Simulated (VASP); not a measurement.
Runs of VASP 6.6.1 on S. The structure is that of space group Im-3m (No. 229), or close to it. The cells are those of the table. 

| task | cell | cutoff (eV) | gap on the mesh (eV) | pressure (GPa) |
| --- | --- | --- | --- | --- |
| relaxation of cell and atoms | relaxed to 20 GPa from a = 2.884 Å, angles 70.5, 109.5, 70.5°, 1 atom | 600 | none | 20.0 |
| single point | a = 2.591 Å, angles 70.5, 109.5, 70.5°, 1 atom | 520 | none | (a) |
| single point | a = 2.541 Å, angles 70.5, 109.5, 70.5°, 1 atom | 520 | none | 20.1 |
| relaxation of cell and atoms | relaxed from a = 2.884 Å, angles 70.5, 109.5, 70.5°, 1 atom | 600 | none | 0.1 |
| relaxation of cell and atoms | relaxed to 30 GPa from a = 2.884 Å, angles 70.5, 109.5, 70.5°, 1 atom | 600 | none | 30.1 |

Alike in all rows: level PBEsol; potentials or basis VASP PAW PBE potentials, release 64 (S); no spin polarisation; k mesh 7 × 7 × 7; smearing methfessel-paxton 0.02 eV.

Estimate the missing entries.

(a) 10.1.

Caveats: all runs use coarse meshes; the PAW data sets were made with another functional, which shifts forces and pressure a little; the cell is relaxed towards a set pressure, so the enthalpy falls and the energy may rise (some runs).

A gap of «none» marks levels without a gap at the run's occupations.
